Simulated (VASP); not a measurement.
# P2CO3 (P6/mmm) in VASP: further runs

Runs on P2CO3. Level: PBE+D3(BJ). Tasks: single point, relaxation of cell and atoms.

All numbers are computed with VASP 6.6.1; they aren't measurements. Logs are shortened: lines on timing, memory, paths and dates and some standing lists are left out, and cuts for length are marked.

**1. The cell of the first run**

It takes space group P6/mmm (No. 191, hexagonal). The conventional cell has a = 5.186 Å, b = 5.186 Å, c = 3.095 Å, α = 90.00°, β = 90.00°, γ = 120.00°. P (site symmetry -6m2) has 6 O at 2.15 Å within 2.8 Å. Within 3.9 Å of C (site symmetry 6/mmm) lie 6 P at 2.99 Å and 12 O at 3.02 Å and 2 C at 3.09 Å. Within 2.8 Å of O (site symmetry mmm) lie 4 P at 2.15 Å and 4 O at 2.59 Å.

The cell was built from a structure type or drawn by symmetry, and may not be a known phase.

**2. Single point, PBE+D3(BJ)**

Contents of INCAR:

```
  PREC = Accurate
  ENCUT = 520
  EDIFF = 1E-7
  ISMEAR = 0
  SIGMA = 0.1
  LREAL = False
  LASPH = True
  NELM = 60
  ALGO = Normal
  ISIF = 2
  LWAVE = False
  LCHARG = False
  GGA = PE
  IVDW = 12
  NBANDS = 25
```

Contents of KPOINTS:

```
Automatic mesh
0
Gamma
  6 6 6
```

Contents of POSCAR:

```
P2CO3
1.0
    5.1855564000      0.0000000000      0.0000000000
   -2.5927782000      4.4908235700      0.0000000000
    0.0000000000      0.0000000000      3.0945241900
P C O
2 1 3
Direct
    0.3333333300      0.6666666700      0.0000000000
    0.6666666700      0.3333333300      0.0000000000
    0.0000000000      0.0000000000      0.0000000000
    0.5000000000      0.0000000000      0.5000000000
    0.5000000000      0.5000000000      0.5000000000
    0.0000000000      0.5000000000      0.5000000000
```

Potentials or basis: VASP PAW PBE potentials, release 64 (P, C, O).

Started as:

```console
$ cat potpaw_PBE.64/P/POTCAR potpaw_PBE.64/C/POTCAR potpaw_PBE.64/O/POTCAR > POTCAR
$ mpirun -np 1 vasp_std > vasp.out
```

OUTCAR:

```text
PREC = Accurate
   ENCUT = 520
   EDIFF = 1E-7
   ISMEAR = 0
   LREAL = False
   LASPH = True
   NELM = 60
   ISIF = 2
   GGA = PE
   IVDW = 12
 IVDW          = 12

 ion  position               nearest neighbor table
   1  0.333  0.667  0.000-   4 2.15   4 2.15   6 2.15   6 2.15   5 2.15   5 2.15
   2  0.667  0.333  0.000-   4 2.15   4 2.15   6 2.15   6 2.15   5 2.15   5 2.15
   3  0.000  0.000  0.000-
   4  0.500  0.000  0.500-   1 2.15   2 2.15   1 2.15   2 2.15
   5  0.500  0.500  0.500-   1 2.15   2 2.15   1 2.15   2 2.15
   6  0.000  0.500  0.500-   1 2.15   2 2.15   1 2.15   2 2.15

  LATTYP: Found a hexagonal cell.
 ALAT       =     5.1855564000
 C/A-ratio  =     0.5967583710

  Lattice vectors:

 A1 = (   5.1855564000,   0.0000000000,   0.0000000000)
 A2 = (  -2.5927782000,   4.4908235700,   0.0000000000)
 A3 = (   0.0000000000,   0.0000000000,   3.0945241900)

Analysis of symmetry for initial positions (statically):
=====================================================================
 Subroutine PRICEL returns:
 Original cell was already a primitive cell.

 Routine SETGRP: Setting up the symmetry group for a
 hexagonal supercell.

 Subroutine GETGRP returns: Found 24 space group operations
 (whereof 24 operations were pure point group operations)
 out of a pool of 24 trial point group operations.

The static configuration has the point symmetry D_6h.

Analysis of symmetry for dynamics (positions and initial velocities):
=====================================================================
 Subroutine PRICEL returns:
 Original cell was already a primitive cell.

 Routine SETGRP: Setting up the symmetry group for a
 hexagonal supercell.

 Subroutine GETGRP returns: Found 24 space group operations
 (whereof 24 operations were pure point group operations)
 out of a pool of 24 trial point group operations.

The dynamic configuration has the point symmetry D_6h.

 Subroutine INISYM returns: Found 24 space group operations
 (whereof 24 operations are pure point group operations),
 and found     1 'primitive' translations

----------------------------------------------------------------------------------------

                                     Primitive cell

  volume of cell :      72.0635

  direct lattice vectors                    reciprocal lattice vectors
     5.185556400  0.000000000  0.000000000     0.192843337  0.111338153  0.000000000
    -2.592778200  4.490823570  0.000000000     0.000000000  0.222676305  0.000000000
     0.000000000  0.000000000  3.094524190     0.000000000  0.000000000  0.323151457

  length of vectors
[... 97 lines left out ...]
   ISYM   =      2    0-nonsym 1-usesym 2-fastsym
   POTIM  = 0.5000    time-step for ionic-motion
   TEBEG  =    0.0;   TEEND  =   0.0 temperature during run
   PSTRESS=    0.0 pullay stress
   NELECT =      32.0000    total number of electrons
   NUPDOWN=      -1.0000    fix difference up-down
   EMIN   =  10.00;   EMAX   =-10.00  energy-range for DOS
   EFERMI =   0.00;   METHOD = LEGACY
   ISMEAR =     0;   SIGMA  =   0.10  broadening in eV -4-tet -1-fermi 0-gaus
   EFERMI_NEDOS =   21; number of points for ismear=-14 and -15
   IALGO  =     38    algorithm
   IMIX   =      4    mixing-type and parameters
     AMIX     =   0.40;   BMIX     =  1.00
     AMIX_MAG =   1.60;   BMIX_MAG =  1.00
  volume/ion in A,a.u.               =      12.01        81.05
  Fermi-wavevector in a.u.,A,eV,Ry     =   1.248973  2.360217 21.224187  1.559934
  Thomas-Fermi vector in A             =   2.383035
   LORBIT       =      0    0 simple, 1 ext, 2 COOP (PROOUT), +10 PAW based schemes
   GGA     = PE    functional components
   LHFCALC =     F    Hartree Fock is set to
   AEXX    =    0.0000 exact exchange contribution
   IVDW    =    12    specifies the selected vdW correction
   LEPSILON=     F    determine dielectric tensor
   LRPA    =     F    only Hartree local field effects (RPA)
 non-spin polarized calculation
 Gauss-broadening in eV      SIGMA  =   0.10
  energy-cutoff  :      520.00
  volume of cell :       72.06
 maximum number of plane-waves:      1955
 NGX is ok and might be reduce to    40
   NGX = 19   NGY = 19   NGZ = 11

 number of electron      31.9999997 magnetization

 Free energy of the ion-electron system (eV)
  ---------------------------------------------------
  ext. energy  EPLUGINS =         0.00000000
  ---------------------------------------------------
  free energy    TOTEN  =       -28.04552032 eV

  energy without entropy =      -27.99944753  energy(sigma->0) =      -28.02248393

 E-fermi :   4.6360     XC(G=0): -10.6659

 val. band max:        4.6132078066   @ k =   0.5000   0.0000   0.3333
 cond. band min:       4.6373153869   @ k =   0.3333   0.1667   0.3333
 fundamental gap:      0.0241075803
 Fermi energy:         4.6360257651

 k-point     1 :       0.0000    0.0000    0.0000
  band No.  band energies     occupation
      1     -15.5075      2.00000
      2     -13.3145      2.00000
      3     -13.3145      2.00000
      4      -7.0847      2.00000
      5      -4.4860      2.00000
      6      -2.1658      2.00000
[... 661 lines left out ...]
     24      11.5658      0.00000
     25      15.4369      0.00000

 [... further k-points ...]

------------------------ aborting loop because EDIFF is reached ----------------------------------------

 Edisp (eV)   -1.19540

 E8    (eV) :    -0.3869

  FORCE on cell =-STRESS in cart. coord.  units (eV):
  Direction    XX          YY          ZZ          XY          YZ          ZX
  --------------------------------------------------------------------------------------
  -------------------------------------------------------------------------------------
  Total      -2.77231    -2.77231   -17.11415     0.00000     0.00000    -0.00000
  in kB     -61.63634   -61.63634  -380.49658     0.00000     0.00000    -0.00000
  external pressure =     -167.92 kB  Pullay stress =        0.00 kB

 VOLUME and BASIS-vectors are now :
 -----------------------------------------------------------------------------
  energy-cutoff  :      520.00
  volume of cell :       72.06
      direct lattice vectors                 reciprocal lattice vectors
     5.185556400  0.000000000  0.000000000     0.192843337  0.111338153  0.000000000
    -2.592778200  4.490823570  0.000000000     0.000000000  0.222676305  0.000000000
     0.000000000  0.000000000  3.094524190     0.000000000  0.000000000  0.323151457

 POSITION                                       TOTAL-FORCE (eV/Angst)
 -----------------------------------------------------------------------------------
     -0.00000      2.99388      0.00000         0.000000     -0.000000      0.000000
      2.59278      1.49694      0.00000        -0.000000      0.000000     -0.000000
      0.00000      0.00000      0.00000         0.000000      0.000000      0.000000
      2.59278      0.00000      1.54726         0.000000      0.000000      0.000000
      1.29639      2.24541      1.54726         0.000000      0.000000      0.000000
     -1.29639      2.24541      1.54726         0.000000      0.000000      0.000000
 -----------------------------------------------------------------------------------
    total drift:                               -0.000000      0.000000     -0.000000

  FREE ENERGIE OF THE ION-ELECTRON SYSTEM (eV)
  ---------------------------------------------------
  free  energy   TOTEN  =       -29.2409165051 eV

  energy  without entropy=      -29.1948437235  energy(sigma->0) =      -29.21788011
```

OSZICAR:

```text
N       E                     dE             d eps       ncg     rms          rms(c)
DAV:   1     0.131000913091E+03    0.13100E+03   -0.15884E+04  1400   0.119E+03
DAV:   2    -0.235458068062E+02   -0.15455E+03   -0.14127E+03  1876   0.230E+02
DAV:   3    -0.322394249730E+02   -0.86936E+01   -0.85498E+01  1639   0.560E+01
DAV:   4    -0.323213466285E+02   -0.81922E-01   -0.81822E-01  1588   0.598E+00
DAV:   5    -0.323225277069E+02   -0.11811E-02   -0.11803E-02  1632   0.678E-01    0.145E+01
DAV:   6    -0.299472865230E+02    0.23752E+01   -0.20179E+01  1456   0.313E+01    0.135E+01
DAV:   7    -0.286103808892E+02    0.13369E+01   -0.12883E+01  1821   0.159E+01    0.666E+00
DAV:   8    -0.281411393557E+02    0.46924E+00   -0.74714E-01  1612   0.484E+00    0.405E+00
DAV:   9    -0.280883942863E+02    0.52745E-01   -0.49962E-01  1639   0.316E+00    0.178E+00
DAV:  10    -0.280457330019E+02    0.42661E-01   -0.12012E-01  1667   0.159E+00    0.313E-01
DAV:  11    -0.280456386685E+02    0.94333E-04   -0.56570E-03  1447   0.403E-01    0.157E-01
DAV:  12    -0.280455189137E+02    0.11975E-03   -0.77643E-04  1441   0.146E-01    0.280E-02
DAV:  13    -0.280455198320E+02   -0.91833E-06   -0.33539E-05  1536   0.393E-02    0.103E-02
DAV:  14    -0.280455207439E+02   -0.91187E-06   -0.10365E-05  1778   0.160E-02    0.910E-03
DAV:  15    -0.280455202375E+02    0.50641E-06   -0.18710E-06  1506   0.603E-03    0.152E-03
DAV:  16    -0.280455203163E+02   -0.78838E-07   -0.53800E-08   764   0.137E-03
   1 F= -.29240917E+02 E0= -.29217880E+02  d E =-.460728E-01
```

stdout:

```text
POSCAR found type information on POSCAR P C O
 POSCAR found :  3 types and       6 ions
 scaLAPACK will be used
 LDA part: xc-table for (Slater+PW92), standard interpolation
 POSCAR, INCAR and KPOINTS ok, starting setup
 FFT: planning ... GRIDC
 FFT: planning ... GRID_SOFT
 FFT: planning ... GRID
 WAVECAR not read
 entering main loop
```

It took 20 s on 1 thread of Intel Xeon 6975P-C (Granite Rapids), shared host; peak memory 0.21 GiB.

What came out:

* Free energy: -29.2409 eV
* Pressure: -16.8 GPa
* Band gap on the k mesh: zero (bands 16 and 17 overlap by 1.27 eV)
* Dispersion energy per atom: -0.199 eV

Stress tensor (GPa, compression positive):
```
 -6.16   0.00   0.00
  0.00  -6.16   0.00
  0.00   0.00 -38.05
```

Caveat: the cell stands under tension.

**3. Single point, PBE+D3(BJ), collinear spin, ferromagnetic start**

This run uses another cell than the first one, of 10.88 Å³/atom.

Contents of INCAR:

```
PREC = Accurate ; ENCUT = 520
EDIFF = 1E-6 ; ISMEAR = 0
SIGMA = 0.1 ; LREAL = F
LASPH = T ; NELM = 150
ALGO = Normal ; ISIF = 2
LWAVE = F ; LCHARG = T
ISPIN = 2 ; MAGMOM = 0 0 1 1 1 1
LORBIT = 11 ; GGA = PE
IVDW = 12 ; LELF = T
LVHAR = T ; NBANDS = 29
```

KPOINTS is that of step 2.

Contents of POSCAR:

```
P2CO3
1.0
    5.2327146860      0.0000000000      0.0000000000
   -2.6163573430      4.5316638489      0.0000000000
    0.0000000000      0.0000000000      2.7521888369
P C O
2 1 3
Direct
    0.3333333333      0.6666666667      0.0000000000
    0.6666666667      0.3333333333      0.0000000000
    0.0000000000      0.0000000000      0.0000000000
    0.5000000000      0.0000000000      0.5000000000
    0.5000000000      0.5000000000      0.5000000000
    0.0000000000      0.5000000000      0.5000000000
```

Potentials or basis: VASP PAW PBE potentials, release 64 (P, C, O).

Started as:

```console
$ cat potpaw_PBE.64/P/POTCAR potpaw_PBE.64/C/POTCAR potpaw_PBE.64/O/POTCAR > POTCAR
$ mpirun -np 1 vasp_std > vasp.out
```

OUTCAR:

```text
PREC = Accurate
   ENCUT = 520
   EDIFF = 1E-6
   ISMEAR = 0
   LREAL = F
   LASPH = T
   NELM = 150
   ISIF = 2
   ISPIN = 2
   LORBIT = 11
   GGA = PE
   IVDW = 12
 IVDW          = 12

 ion  position               nearest neighbor table
   1  0.333  0.667  0.000-   6 2.04   6 2.04   4 2.04   4 2.04   5 2.04   5 2.04
   2  0.667  0.333  0.000-   6 2.04   6 2.04   4 2.04   4 2.04   5 2.04   5 2.04
   3  0.000  0.000  0.000-
   4  0.500  0.000  0.500-   1 2.04   2 2.04   1 2.04   2 2.04
   5  0.500  0.500  0.500-   1 2.04   2 2.04   1 2.04   2 2.04
   6  0.000  0.500  0.500-   1 2.04   2 2.04   1 2.04   2 2.04

  LATTYP: Found a hexagonal cell.
 ALAT       =     5.2327146860
 C/A-ratio  =     0.5259581311

  Lattice vectors:

 A1 = (   5.2327146860,   0.0000000000,   0.0000000000)
 A2 = (  -2.6163573430,   4.5316638489,   0.0000000000)
 A3 = (   0.0000000000,   0.0000000000,   2.7521888369)

Analysis of symmetry for initial positions (statically):
=====================================================================
 Subroutine PRICEL returns:
[... 1709 lines left out ...]
  Total      -0.06006    -0.06006    -0.09982     0.00000     0.00000     0.00000
  in kB      -1.47439    -1.47439    -2.45049     0.00000     0.00000     0.00000
  external pressure =       -1.80 kB  Pullay stress =        0.00 kB

 VOLUME and BASIS-vectors are now :
 -----------------------------------------------------------------------------
  energy-cutoff  :      520.00
  volume of cell :       65.26
      direct lattice vectors                 reciprocal lattice vectors
     5.232714686  0.000000000  0.000000000     0.191105394  0.110334750  0.000000000
    -2.616357343  4.531663849  0.000000000     0.000000000  0.220669501  0.000000000
     0.000000000  0.000000000  2.752188837     0.000000000  0.000000000  0.363347161

 POSITION                                       TOTAL-FORCE (eV/Angst)
 -----------------------------------------------------------------------------------
     -0.00000      3.02111      0.00000         0.000000      0.000000      0.000000
      2.61636      1.51055      0.00000        -0.000000      0.000000      0.000000
      0.00000      0.00000      0.00000        -0.000000     -0.000000      0.000000
      2.61636      0.00000      1.37609        -0.000000     -0.000000      0.000000
      1.30818      2.26583      1.37609        -0.000000     -0.000000      0.000000
     -1.30818      2.26583      1.37609        -0.000000     -0.000000      0.000000
 -----------------------------------------------------------------------------------
    total drift:                               -0.000000      0.000000     -0.000000

  FREE ENERGIE OF THE ION-ELECTRON SYSTEM (eV)
  ---------------------------------------------------
  free  energy   TOTEN  =       -30.6939667932 eV

  energy  without entropy=      -30.6767634988  energy(sigma->0) =      -30.68536515

 total charge

# of ion       s       p       d       tot
------------------------------------------
    1        1.258   0.885   0.000   2.143
    2        1.258   0.885   0.000   2.143
    3        1.038   0.987   0.000   2.025
    4        1.596   3.356   0.000   4.952
    5        1.596   3.356   0.000   4.952
    6        1.596   3.356   0.000   4.952
--------------------------------------------------
tot          8.342  12.823   0.000  21.165

 magnetization (x)

# of ion       s       p       d       tot
------------------------------------------
    1       -0.006  -0.002   0.000  -0.007
    2       -0.006  -0.002   0.000  -0.007
    3        0.038   0.881   0.000   0.919
    4        0.001   0.053   0.000   0.054
    5        0.001   0.053   0.000   0.054
    6        0.001   0.053   0.000   0.054
--------------------------------------------------
tot          0.029   1.037   0.000   1.066
```

OSZICAR:

```text
N       E                     dE             d eps       ncg     rms          rms(c)
DAV:   1     0.124632595800E+03    0.12463E+03   -0.16407E+04  3248   0.104E+03
DAV:   2    -0.235079295782E+02   -0.14814E+03   -0.13680E+03  4180   0.216E+02
DAV:   3    -0.315983221570E+02   -0.80904E+01   -0.79338E+01  4018   0.468E+01
DAV:   4    -0.316603501612E+02   -0.62028E-01   -0.61958E-01  3962   0.466E+00
DAV:   5    -0.316609245971E+02   -0.57444E-03   -0.57437E-03  3903   0.433E-01    0.175E+01
DAV:   6    -0.297484925244E+02    0.19124E+01   -0.10712E+01  3603   0.223E+01    0.877E+00
DAV:   7    -0.294529439273E+02    0.29555E+00   -0.48745E+00  4219   0.872E+00    0.744E+00
DAV:   8    -0.293666042868E+02    0.86340E-01   -0.39193E-01  3840   0.240E+00    0.471E+00
DAV:   9    -0.294001739067E+02   -0.33570E-01   -0.39360E-01  3826   0.222E+00    0.183E+00
DAV:  10    -0.293693472366E+02    0.30827E-01   -0.72655E-02  3736   0.104E+00    0.706E-01
DAV:  11    -0.293671571649E+02    0.21901E-02   -0.18996E-02  3759   0.449E-01    0.276E-01
DAV:  12    -0.293675257967E+02   -0.36863E-03   -0.13596E-03  3804   0.175E-01    0.885E-02
DAV:  13    -0.293676157035E+02   -0.89907E-04   -0.29436E-04  3737   0.755E-02    0.359E-02
DAV:  14    -0.293676244974E+02   -0.87939E-05   -0.20557E-05  3720   0.211E-02    0.249E-02
DAV:  15    -0.293676227731E+02    0.17243E-05   -0.13096E-05  3747   0.154E-02    0.103E-02
DAV:  16    -0.293676235327E+02   -0.75959E-06   -0.11872E-06  3154   0.583E-03
   1 F= -.30693967E+02 E0= -.30685365E+02  d E =-.172033E-01  mag=     2.0146
```

Run time: 46 s. Hardware: 1 thread of Intel Xeon 6975P-C (Granite Rapids), shared host; peak memory 0.24 GiB.

Results:

```yaml
Free_energy: -30.6940 eV
Pressure: -0.2 GPa
Band_gap_on_the_k_mesh: zero (filled and empty bands overlap)
Net_moment: 2.02 μB per cell
Site_moments: P -0.01; C +0.92; O +0.05 μB
Valence_electrons_inside_the_program's_atomic_spheres: P 2.14; C 2.02; O 4.95
Dispersion_energy_per_atom: -0.221 eV
```

Stress tensor (GPa, compression positive):
```
-0.15  0.00  0.00
 0.00 -0.15  0.00
 0.00  0.00 -0.25
```

Caveat: the k points lie up to 0.38 Å⁻¹ apart, too coarse for converged energies and pressures of a metal.

(Continued in part 2 of 2.)
